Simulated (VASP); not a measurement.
A run of VASP 6.6.1 is set up as follows.

Contents of INCAR:

```
ALGO = Normal
EDIFF = 1E-6
ENCUT = 520
GGA = PE
ISIF = 2
ISMEAR = -1
ISPIN = 2
IVDW = 13
LASPH = T
LCHARG = F
LMAXMIX = 4
LORBIT = 11
LREAL = F
LWAVE = F
MAGMOM = 1 1 0 0.6 0
NBANDS = 40
NELM = 150
PREC = Accurate
SIGMA = 0.05
```

KPOINTS

```
k-points
0
Gamma
  7 7 2
```

Contents of POSCAR:

```
NiMoIrPdW
1.0
    2.7510992234      0.0000000000      0.0000000000
   -1.3755496117      2.3825218158      0.0000000000
    0.0000000000      0.0000000000     10.9034704252
Ni Mo Pd Ir W
1 1 1 1 1
Direct
    0.3333333333      0.6666666667      0.5968255006
    0.0000000000      0.0000000000      0.4120295621
    0.6666666667      0.3333333333      0.7945299409
    0.6666666667      0.3333333333      0.2002476575
    0.3333333333      0.6666666667      0.9963673389
```

Potentials or basis: VASP PAW PBE potentials, release 64 (Ni, Mo_sv, Pd, Ir, W_sv).

Command:

```bash
$ cat potpaw_PBE.64/Ni/POTCAR potpaw_PBE.64/Mo_sv/POTCAR potpaw_PBE.64/Pd/POTCAR potpaw_PBE.64/Ir/POTCAR potpaw_PBE.64/W_sv/POTCAR > POTCAR
$ mpirun -np 1 vasp_std > vasp.out
```

Task: Estimate the largest force.

Result: 0.029 eV/Å.

Task: Predict the dispersion energy per atom.

Result: -0.641 eV.

Task: What does it give for the net moment?

Result: 0.00 μB per cell.

Task: Predict the pressure.

Result: 0.3 GPa.

Stress tensor (GPa, compression positive):
```
0.33 0.00 0.00
0.00 0.33 0.00
0.00 0.00 0.25
```

Caveat: the k points lie up to 0.38 Å⁻¹ apart; pairwise dispersion overbinds metals, which lowers pressure and volume.
